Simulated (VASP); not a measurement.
# Cu2O5 (cubic X2O5 type) (Pn-3m) in VASP: a series of runs, part 2 of 2

VASP 6.6.1.

## (3) Single point, PBE

This run uses another cell than the first one, of 9.54 Å³/atom.

The input, INCAR:

```
PREC     = Accurate       # precision mode
ENCUT    = 520            # plane-wave cutoff, eV
EDIFF    = 1E-7           # SCF threshold, eV
ISMEAR   = -1             # smearing method
SIGMA    = 0.06122561905347299 # smearing width, eV
LREAL    = False          # projectors in reciprocal space
LASPH    = True           # aspherical terms in the spheres
NELM     = 100            # most SCF steps
ALGO     = Normal         # electronic algorithm
ISIF     = 2              # what is computed and relaxed
LWAVE    = False          # write WAVECAR
LCHARG   = False          # write CHGCAR
GGA      = PE             # functional
NBANDS   = 65             # bands
```

The input, KPOINTS:

```
Automatic mesh
0
Gamma
  11 11 11
```

The input, POSCAR:

```
Cu2O5
1.0
    5.1124199549      0.0000000000      0.0000000000
    0.0000000000      5.1124199549      0.0000000000
    0.0000000000      0.0000000000      5.1124199549
Cu O
4 10
Direct
    0.0000000000      0.0000000000      0.0000000000
    0.5000000000      0.5000000000      0.0000000000
    0.5000000000      0.0000000000      0.5000000000
    0.0000000000      0.5000000000      0.5000000000
    0.5000000000      0.0000000000      0.0000000000
    0.0000000000      0.5000000000      0.0000000000
    0.0000000000      0.0000000000      0.5000000000
    0.5000000000      0.5000000000      0.5000000000
    0.7500000000      0.7500000000      0.2500000000
    0.7500000000      0.2500000000      0.7500000000
    0.2500000000      0.7500000000      0.7500000000
    0.7500000000      0.2500000000      0.2500000000
    0.2500000000      0.7500000000      0.2500000000
    0.2500000000      0.2500000000      0.7500000000
```

Potentials or basis: VASP PAW PBE potentials, release 64 (Cu, O).

Started as:

```bash
cat potpaw_PBE.64/Cu/POTCAR potpaw_PBE.64/O/POTCAR > POTCAR
mpirun -np 1 vasp_std > vasp.out
```

OUTCAR:

```text
PREC = Accurate
   ENCUT = 520
   EDIFF = 1E-7
   ISMEAR = -1
   LREAL = False
   LASPH = True
   NELM = 100
   ISIF = 2
   GGA = PE

 ion  position               nearest neighbor table
   1  0.000  0.000  0.000-   9 2.21  10 2.21  11 2.21  12 2.21  13 2.21  14 2.21
   2  0.500  0.500  0.000-   9 2.21  10 2.21  11 2.21  12 2.21  13 2.21  14 2.21
   3  0.500  0.000  0.500-   9 2.21  10 2.21  11 2.21  12 2.21  13 2.21  14 2.21
   4  0.000  0.500  0.500-   9 2.21  10 2.21  11 2.21  12 2.21  13 2.21  14 2.21
   5  0.500  0.000  0.000-
   6  0.000  0.500  0.000-
   7  0.000  0.000  0.500-
   8  0.500  0.500  0.500-
   9  0.750  0.750  0.250-   1 2.21   2 2.21   3 2.21   4 2.21
  10  0.750  0.250  0.750-   1 2.21   2 2.21   3 2.21   4 2.21
  11  0.250  0.750  0.750-   1 2.21   2 2.21   3 2.21   4 2.21
  12  0.750  0.250  0.250-   1 2.21   2 2.21   3 2.21   4 2.21
  13  0.250  0.750  0.250-   1 2.21   2 2.21   3 2.21   4 2.21
  14  0.250  0.250  0.750-   1 2.21   2 2.21   3 2.21   4 2.21

  LATTYP: Found a simple cubic cell.
 ALAT       =     5.1124199549

  Lattice vectors:

 A1 = (   5.1124199549,   0.0000000000,   0.0000000000)
 A2 = (   0.0000000000,   5.1124199549,   0.0000000000)
 A3 = (   0.0000000000,   0.0000000000,   5.1124199549)

Analysis of symmetry for initial positions (statically):
=====================================================================
 Subroutine PRICEL returns:
 Original cell was already a primitive cell.

 Routine SETGRP: Setting up the symmetry group for a
 simple cubic supercell.

 Subroutine GETGRP returns: Found 48 space group operations
 (whereof 12 operations were pure point group operations)
 out of a pool of 48 trial point group operations.

The static configuration has the point symmetry D_3d.
 The point group associated with its full space group is O_h .

Analysis of symmetry for dynamics (positions and initial velocities):
=====================================================================
 Subroutine PRICEL returns:
[... 170 lines left out ...]
   NGX = 19   NGY = 19   NGZ = 19

 number of electron     103.9999931 magnetization

 Free energy of the ion-electron system (eV)
  ---------------------------------------------------
  ext. energy  EPLUGINS =         0.00000000
  ---------------------------------------------------
  free energy    TOTEN  =       -51.58452746 eV

  energy without entropy =      -51.37409717  energy(sigma->0) =      -51.47931231

 E-fermi :   3.7323     XC(G=0): -11.7744

 val. band max:        3.7302988347   @ k =   0.3636   0.2727   0.0000
 cond. band min:       3.7324239517   @ k =   0.0909   0.0909   0.0000
 fundamental gap:      0.0021251170
 Fermi energy:         3.7323333576

 k-point     1 :       0.0000    0.0000    0.0000
  band No.  band energies     occupation
      1     -16.3498      2.00000
      2     -14.3193      2.00000
      3     -14.3193      2.00000
      4     -13.6652      2.00000
      5     -13.6652      2.00000
      6     -13.6652      2.00000
[... 1597 lines left out ...]
     63      10.6501      0.00000
     64      10.6586      0.00000

 [... further k-points ...]

 [bands above 64 left out]

------------------------ aborting loop because EDIFF is reached ----------------------------------------

  FORCE on cell =-STRESS in cart. coord.  units (eV):
  Direction    XX          YY          ZZ          XY          YZ          ZX
  --------------------------------------------------------------------------------------
  -------------------------------------------------------------------------------------
  Total       -4.4380639     -4.4380639     -4.4380639     -0.0000000     -0.0000000     -0.0000000
  in kB      -53.2138359    -53.2138359    -53.2138359     -0.0000000     -0.0000000     -0.0000000
  external PRESSURE =     -53.2138359 kB  Pullay stress =       0.0000000 kB

 VOLUME and BASIS-vectors are now :
 -----------------------------------------------------------------------------
  energy-cutoff  :      520.00
  volume of cell :      133.62
      direct lattice vectors                 reciprocal lattice vectors
     5.112419955  0.000000000  0.000000000     0.195602084  0.000000000  0.000000000
     0.000000000  5.112419955  0.000000000     0.000000000  0.195602084  0.000000000
     0.000000000  0.000000000  5.112419955     0.000000000  0.000000000  0.195602084

 POSITION                                       TOTAL-FORCE (eV/Angst)
 -----------------------------------------------------------------------------------
      0.00000      0.00000      0.00000        -0.000000     -0.000000      0.000000
      2.55621      2.55621      0.00000        -0.000000     -0.000000      0.000000
      2.55621      0.00000      2.55621        -0.000000     -0.000000      0.000000
      0.00000      2.55621      2.55621        -0.000000     -0.000000      0.000000
      2.55621      0.00000      0.00000        -0.000000     -0.000000      0.000000
      0.00000      2.55621      0.00000        -0.000000     -0.000000      0.000000
      0.00000      0.00000      2.55621        -0.000000     -0.000000      0.000000
      2.55621      2.55621      2.55621        -0.000000     -0.000000      0.000000
      3.83431      3.83431      1.27810         0.000000      0.000000     -0.000000
      3.83431      1.27810      3.83431        -0.000000     -0.000000     -0.000000
      1.27810      3.83431      3.83431         0.000000      0.000000      0.000000
      3.83431      1.27810      1.27810        -0.000000     -0.000000     -0.000000
      1.27810      3.83431      1.27810        -0.000000     -0.000000     -0.000000
      1.27810      1.27810      3.83431        -0.000000     -0.000000      0.000000
 -----------------------------------------------------------------------------------
    total drift:                               -0.000000      0.000000     -0.000000

  FREE ENERGIE OF THE ION-ELECTRON SYSTEM (eV)
  ---------------------------------------------------
  free  energy   TOTEN  =       -51.5845274607 eV

  energy  without entropy=      -51.3740971650  energy(sigma->0) =      -51.47931231
```

OSZICAR:

```text
N       E                     dE             d eps       ncg     rms          rms(c)
DAV:   1     0.146429906074E+04    0.14643E+04   -0.47107E+04  7504   0.228E+03
DAV:   2     0.226486585955E+03   -0.12378E+04   -0.11484E+04  7768   0.606E+02
DAV:   3    -0.572666047881E+02   -0.28375E+03   -0.25158E+03  8704   0.274E+02
[... 18 lines left out ...]
DAV:  22    -0.515845319272E+02    0.60067E-04   -0.81325E-05 11665   0.145E-01    0.269E-02
DAV:  23    -0.515845349556E+02   -0.30284E-05   -0.15583E-05  9903   0.223E-02    0.316E-02
DAV:  24    -0.515845296056E+02    0.53500E-05   -0.35116E-06  7520   0.329E-02    0.165E-02
DAV:  25    -0.515845275490E+02    0.20566E-05   -0.30060E-06  8621   0.279E-02    0.349E-03
DAV:  26    -0.515845274607E+02    0.88306E-07   -0.52754E-07  6557   0.514E-03
   1 F= -.51584527E+02 E0= -.51479312E+02  d E =-.210430E+00
```

Wall time 29 min (1 thread of Intel Xeon 8259CL, shared host); peak memory 0.45 GiB.

Results:

* Free energy: -51.5845 eV
* Pressure: -5.3 GPa
* Band gap on the k mesh: zero (bands 52 and 53 overlap by 0.45 eV)

Caveat: the cell stands under tension; semilocal functionals often make such compounds metallic where correlation or magnetic order opens a gap, which also shifts bond lengths.

## (4) Single point, PBE

This run uses another cell than the first one, of 9.18 Å³/atom.

The input, INCAR:

```
PREC = Accurate ; ENCUT = 520
EDIFF = 1E-6 ; ISMEAR = -1
SIGMA = 0.06122561905347299 ; LREAL = False
LASPH = True ; NELM = 60
ALGO = Normal ; ISIF = 2
LWAVE = False ; LCHARG = False
GGA = PE ; NBANDS = 65
```

KPOINTS is that of step 3.

POSCAR, as its differences from that of step 3:

```diff
@@ -2,5 +2,5 @@
 1.0
-    5.1124199549      0.0000000000      0.0000000000
-    0.0000000000      5.1124199549      0.0000000000
-    0.0000000000      0.0000000000      5.1124199549
+    5.0460173746      0.0000000000      0.0000000000
+    0.0000000000      5.0460173746      0.0000000000
+    0.0000000000      0.0000000000      5.0460173746
 Cu O
```

Started as:

```bash
cat potpaw_PBE.64/Cu/POTCAR potpaw_PBE.64/O/POTCAR > POTCAR
mpirun -np 1 vasp_std > vasp.out
```

It took 15 min on 1 thread of Intel Xeon Platinum 8259CL at 2.50GHz (Skylake/Cascade Lake), shared host; peak memory 0.46 GiB.

The run converged. Its results:

| Item | Value |
| --- | --- |
| Free energy | -51.6622 eV |
| Pressure | 0.3 GPa |
| Band gap on the k mesh | zero (bands 52 and 53 overlap by 0.47 eV) |

Levels at points of the mesh, in eV from the Fermi level:
```tsv
k point	band 50	band 51	band 52	band 53	band 54	band 55
(0.00, 0.00, 0.00)	-0.11	-0.11	0.12	0.12	0.12	0.19
```

Caveat: semilocal functionals often make such compounds metallic where correlation or magnetic order opens a gap, which also shifts bond lengths.

## (5) Summary

| cell | gap on the mesh (eV) | pressure (GPa) |
| --- | --- | --- |
| a = 4.978 Å, 14 atoms | none | 7.1 |
| a = 5.112 Å, 14 atoms | none | -5.3 |
| a = 5.046 Å, 14 atoms | none | 0.3 |

Alike in all rows: task single point; level PBE; potentials or basis VASP PAW PBE potentials, release 64 (Cu, O); no spin polarisation; k mesh 11 × 11 × 11; cutoff (eV) 520; smearing fermi-dirac 0.0612256 eV.

Caveats: semilocal functionals often make such compounds metallic where correlation or magnetic order opens a gap, which also shifts bond lengths; the cell stands under pressure (at least some runs); the cell stands under tension (at least some runs).

Total energies depend on the potentials used, so only differences within one code and one set of settings carry meaning.
